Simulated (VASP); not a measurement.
# Ru (P6_3/mmc) in VASP: phonons with r2SCAN

Aim: the phonons of Ru with r2SCAN.

All numbers are computed with VASP 6.6.1; they aren't measurements. Logs are shortened: lines on timing, memory, paths and dates and some standing lists are left out, and cuts for length are marked.

## 1. The cell of the first run

Symmetry: P6_3/mmc, No. 194, hexagonal system. The conventional cell has a = 2.704 Å, b = 2.704 Å, c = 4.266 Å, α = 90.00°, β = 90.00°, γ = 120.00°. Ru (site symmetry -6m2) has 12 Ru at 2.64 to 2.70 Å within 3.5 Å.

## 2. Phonons, r2SCAN

Input file INCAR:

```
PREC     = Accurate       # precision mode
ENCUT    = 520            # plane-wave cutoff, eV
EDIFF    = 1E-8           # SCF threshold, eV
ISMEAR   = -1             # smearing method
SIGMA    = 0.15           # smearing width, eV
LREAL    = False          # projectors in reciprocal space
LASPH    = True           # aspherical terms in the spheres
NELM     = 80             # most SCF steps
ALGO     = Normal         # electronic algorithm
ISIF     = 2              # what is computed and relaxed
LWAVE    = False          # write WAVECAR
LCHARG   = True           # write CHGCAR
METAGGA  = R2SCAN         # meta-GGA
LMIXTAU  = True         
NBANDS   = 21             # bands
IBRION   = 6              # ionic algorithm
NFREE    = 2            
POTIM    = 0.015          # step
NSW      = 1              # ionic steps
```

Input file KPOINTS:

```
regular mesh
0
Gamma
  18 18 10
```

Input file POSCAR:

```
Ru
1.0
    2.7043882243      0.0000000000      0.0000000000
   -1.3521941121      2.3420689039      0.0000000000
    0.0000000000      0.0000000000      4.2660975354
Ru
2
Direct
    0.3333333333      0.6666666667      0.2500000000
    0.6666666667      0.3333333333      0.7500000000
```

Potentials or basis: VASP PAW PBE potentials, release 64 (Ru_pv).

Started as:

```console
> cat potpaw_PBE.64/Ru_pv/POTCAR > POTCAR
> mpirun -np 1 vasp_std > vasp.out
```

OUTCAR:

```text
PREC = Accurate
   ENCUT = 520
   EDIFF = 1E-8
   ISMEAR = -1
   LREAL = False
   LASPH = True
   NELM = 80
   ISIF = 2
   METAGGA = R2SCAN
   IBRION = 6
   NFREE = 2
   POTIM = 0.015
   NSW = 1

 ion  position               nearest neighbor table
   1  0.333  0.667  0.250-   2 2.64   2 2.64   2 2.64   2 2.64   2 2.64   2 2.64
   2  0.667  0.333  0.750-   1 2.64   1 2.64   1 2.64   1 2.64   1 2.64   1 2.64

  LATTYP: Found a hexagonal cell.
 ALAT       =     2.7043882243
 C/A-ratio  =     1.5774723085

  Lattice vectors:

 A1 = (   2.7043882243,   0.0000000000,   0.0000000000)
 A2 = (  -1.3521941121,   2.3420689039,   0.0000000000)
 A3 = (   0.0000000000,   0.0000000000,   4.2660975354)

Analysis of symmetry for initial positions (statically):
=====================================================================
 Subroutine PRICEL returns:
 Original cell was already a primitive cell.

 Routine SETGRP: Setting up the symmetry group for a
 hexagonal supercell.

 Subroutine GETGRP returns: Found 24 space group operations
 (whereof 12 operations were pure point group operations)
 out of a pool of 24 trial point group operations.

The static configuration has the point symmetry D_3d.
 The point group associated with its full space group is D_6h.

Analysis of symmetry for dynamics (positions and initial velocities):
=====================================================================
 Subroutine PRICEL returns:
 Original cell was already a primitive cell.

 Routine SETGRP: Setting up the symmetry group for a
 hexagonal supercell.

 Subroutine GETGRP returns: Found 24 space group operations
 (whereof 12 operations were pure point group operations)
 out of a pool of 24 trial point group operations.

The dynamic configuration has the point symmetry D_3d.
 The point group associated with its full space group is D_6h.

 Subroutine INISYM returns: Found 24 space group operations
 (whereof 12 operations are pure point group operations),
 and found     1 'primitive' translations

----------------------------------------------------------------------------------------

                                     Primitive cell

  volume of cell :      27.0209

  direct lattice vectors                    reciprocal lattice vectors
     2.704388224  0.000000000  0.000000000     0.369769396  0.213486460  0.000000000
    -1.352194112  2.342068904  0.000000000     0.000000000  0.426972921  0.000000000
     0.000000000  0.000000000  4.266097535     0.000000000  0.000000000  0.234406267

  length of vectors
     2.704388224  2.704388224  4.266097535     0.426972921  0.426972921  0.234406267

  position of ions in fractional coordinates (direct lattice)
     0.333333333  0.666666667  0.250000000
     0.666666667  0.333333333  0.750000000

  ion indices of the primitive-cell ions
   primitive index   ion index
                 1           1
                 2           2

----------------------------------------------------------------------------------------

 KPOINTS: regular mesh

Automatic generation of k-mesh.
 Grid dimensions read from file:
 generate k-points for:   18   18   10

 Generating k-lattice:

  Cartesian coordinates                     Fractional coordinates (reciprocal lattice)
[... 58 lines left out ...]
   ENCUT  =  520.0 eV  38.22 Ry    6.18 a.u.   5.03  5.03  7.93*2*pi/ulx,y,z
   NELM   =     80;   NELMIN=  2; NELMDL= -5     # of ELM steps
   EDIFF  = 0.1E-07   stopping-criterion for ELM
   LREAL  =      F    real-space projection
   EDIFFG = 0.1E-06   stopping-criterion for IOM
   NSW    =     61    number of steps for IOM
   IBRION =      6    ionic relax: 0-MD 1-quasi-New 2-CG
   NFREE  =      2    steps in history (QN), initial steepest desc. (CG)
   ISIF   =      2    stress and relaxation
   ISYM   =      2    0-nonsym 1-usesym 2-fastsym
   POTIM  = 0.0150    time-step for ionic-motion
   TEBEG  =    0.0;   TEEND  =   0.0 temperature during run
   PSTRESS=    0.0 pullay stress
   NELECT =      28.0000    total number of electrons
   NUPDOWN=      -1.0000    fix difference up-down
   EMIN   =  10.00;   EMAX   =-10.00  energy-range for DOS
   EFERMI =   0.00;   METHOD = LEGACY
   ISMEAR =    -1;   SIGMA  =   0.15  broadening in eV -4-tet -1-fermi 0-gaus
   EFERMI_NEDOS =   21; number of points for ismear=-14 and -15
   IALGO  =     38    algorithm
   IMIX   =      4    mixing-type and parameters
     AMIX     =   0.40;   BMIX     =  1.00
     AMIX_MAG =   1.60;   BMIX_MAG =  1.00
  volume/ion in A,a.u.               =      13.51        91.17
  Fermi-wavevector in a.u.,A,eV,Ry     =   1.656638  3.130592 37.340512  2.744450
  Thomas-Fermi vector in A             =   2.744528
   LORBIT       =      0    0 simple, 1 ext, 2 COOP (PROOUT), +10 PAW based schemes
   METAGGA = R2SCAN    functional components
   LHFCALC =     F    Hartree Fock is set to
   AEXX    =    0.0000 exact exchange contribution
   IVDW    =     0    specifies the selected vdW correction
   LEPSILON=     F    determine dielectric tensor
   LRPA    =     F    only Hartree local field effects (RPA)
 finite differences with symmetry
 non-spin polarized calculation
  energy-cutoff  :      520.00
  volume of cell :       27.02
 maximum number of plane-waves:       748
 NGX is ok and might be reduce to    20
   NGX =  9   NGY =  9   NGZ = 15

--------------------------------------- Ionic step        1  -------------------------------------------

 number of electron      28.0000005 magnetization

 Free energy of the ion-electron system (eV)
  ---------------------------------------------------
  ext. energy  EPLUGINS =         0.00000000
  ---------------------------------------------------
  free energy    TOTEN  =       -50.91480353 eV

  energy without entropy =      -50.79613891  energy(sigma->0) =      -50.85547122

------------------------ aborting loop because EDIFF is reached ----------------------------------------

  FORCE on cell =-STRESS in cart. coord.  units (eV):
  Direction    XX          YY          ZZ          XY          YZ          ZX
  --------------------------------------------------------------------------------------
  -------------------------------------------------------------------------------------
  Total        0.2492310      0.2492310      0.2767140      0.0000000      0.0000000      0.0000000
  in kB       14.7779168     14.7779168     16.4074910      0.0000000      0.0000000      0.0000000
  external PRESSURE =      15.3211082 kB  Pullay stress =       0.0000000 kB
[... 131 lines left out ...]
--------------------------------------- Ionic step        5  -------------------------------------------

 number of electron      28.0000005 magnetization

 Free energy of the ion-electron system (eV)
  ---------------------------------------------------
  ext. energy  EPLUGINS =         0.00000000
  ---------------------------------------------------
  free energy    TOTEN  =       -50.91338728 eV

  energy without entropy =      -50.79461578  energy(sigma->0) =      -50.85400153

 E-fermi :  12.8324     XC(G=0): -15.4414

 val. band max:       12.8320791669   @ k =   0.2222   0.1111   0.1000
 cond. band min:      12.8328008544   @ k =  -0.1111   0.3333   0.1000
 fundamental gap:      0.0007216875
 Fermi energy:        12.8324339863

 k-point     1 :       0.0000    0.0000    0.0000
  band No.  band energies     occupation
      1     -32.2891      2.00000
      2     -31.2658      2.00000
      3     -31.2658      2.00000
      4     -31.0767      2.00000
      5     -31.0767      2.00000
      6     -31.0267      2.00000
[... 565 lines left out ...]
     20      21.2311      0.00000
     21      24.6042      0.00000

 [... further k-points ...]

------------------------ aborting loop because EDIFF is reached ----------------------------------------

  FORCE on cell =-STRESS in cart. coord.  units (eV):
  Direction    XX          YY          ZZ          XY          YZ          ZX
  --------------------------------------------------------------------------------------
  -------------------------------------------------------------------------------------
  Total        0.2531751      0.2531751      0.2909164      0.0000000      0.0000000      0.0000000
  in kB       15.0117745     15.0117745     17.2496129      0.0000000      0.0000000      0.0000000
  external PRESSURE =      15.7577206 kB  Pullay stress =       0.0000000 kB
[... 17 lines left out ...]
  FREE ENERGIE OF THE ION-ELECTRON SYSTEM (eV)
  ---------------------------------------------------
  free  energy   TOTEN  =       -50.9133872832 eV

  energy  without entropy=      -50.7946157813  energy(sigma->0) =      -50.85400153

 INTERNAL STRAIN TENSORS FROM DISPLACED ATOMS
 ============================================

 INTERNAL STRAIN TENSOR FOR ION    1 for displacements in x,y,z  (eV/Angst):
          X           Y           Z          XY          YZ          ZX
  --------------------------------------------------------------------------------
  x    -0.00000     0.00000     0.00000    -2.82791     0.00000     0.00000
  y    -2.82791     2.82791    -0.00000     0.00000     0.00000     0.00000
  z     0.00000     0.00000     0.00000    -0.00000    -0.00000     0.00000

 INTERNAL STRAIN TENSOR FOR ION    2 for displacements in x,y,z  (eV/Angst):
          X           Y           Z          XY          YZ          ZX
  --------------------------------------------------------------------------------
  x     0.00000    -0.00000    -0.00000     2.82791     0.00000     0.00000
  y     2.82791    -2.82791     0.00000    -0.00000     0.00000     0.00000
  z    -0.00000    -0.00000    -0.00000     0.00000     0.00000    -0.00000

 Eigenvectors and eigenvalues of the dynamical matrix
 ----------------------------------------------------

   1 f  =    7.804033 THz    49.034188 2PiTHz  260.314533 cm-1    32.274874 meV
             X         Y         Z           dx          dy          dz
     -0.000000  1.561379  1.066524    -0.000000    0.000000    0.707107
      1.352194  0.780690  3.199573     0.000000    0.000000   -0.707107
[... 16 lines left out ...]
   5 f  =    0.000000 THz     0.000000 2PiTHz    0.000000 cm-1     0.000000 meV
             X         Y         Z           dx          dy          dz
     -0.000000  1.561379  1.066524    -0.000000    0.000000    0.707107
      1.352194  0.780690  3.199573     0.000000    0.000000    0.707107

   6 f/i=    0.000000 THz     0.000000 2PiTHz    0.000001 cm-1     0.000000 meV
             X         Y         Z           dx          dy          dz
     -0.000000  1.561379  1.066524     0.617196    0.345065   -0.000000
      1.352194  0.780690  3.199573     0.617196    0.345065    0.000000

 ELASTIC MODULI CONTR FROM IONIC RELAXATION (kBar)
 Direction    XX          YY          ZZ          XY          YZ          ZX
 --------------------------------------------------------------------------------
 XX         -65.6068     65.6068     -0.0000     -0.0000      0.0000     -0.0000
 YY          65.6068    -65.6068      0.0000     -0.0000      0.0000     -0.0000
 ZZ          -0.0000      0.0000     -0.0000      0.0000      0.0000     -0.0000
 XY          -0.0000     -0.0000      0.0000    -65.6068     -0.0000      0.0000
 YZ           0.0000      0.0000      0.0000     -0.0000     -0.0000      0.0000
 ZX          -0.0000     -0.0000     -0.0000      0.0000      0.0000     -0.0000
 --------------------------------------------------------------------------------
```

It took 43 min on 1 thread of Oxide Virtual Turin-like, shared host; peak memory 0.73 GiB.

Results:

```
Highest phonon frequency at Γ : 260 cm⁻¹
```

Phonon frequencies in cm⁻¹ (negative: imaginary):
| q point | frequencies |
| --- | --- |
| (0.000, 0.000, 0.000) | 0 0 0 197 197 260 |

Caveat: the cell stands under pressure or tension, which shifts response properties; the PAW data sets were made with another functional, which shifts forces and pressure a little.
